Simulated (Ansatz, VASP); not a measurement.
Ga in VASP and in Ansatz

```
Ga
1.0
     2.79259    0.00000    0.00000
     0.00000    2.79259    0.00000
     0.00000    0.00000    2.79259
Ga
1
Direct
  0.00000 0.00000 0.00000
```

Alike in both runs: task single point; functional PBE; k mesh 19 × 19 × 19; occupations fermi-dirac, width 0.1 eV; no spin polarisation.

|  | VASP | Ansatz |
| --- | --- | --- |
| version | VASP 6.6.1 | Ansatz 0.2.0 |
| potentials or method | VASP PAW PBE potentials, release 64 (Ga_d), cutoff 520 eV | plane waves (420 eV) with PAW, scalar-relativistic |
| valence electrons in the cell | 13 | 13 |

|  | VASP | Ansatz | Ansatz less VASP |
| --- | --- | --- | --- |
| pressure (GPa) | -3.0 | -3.0 | -0.04 |

The functional is the same, so the differences come from potentials, cutoffs and numerics.
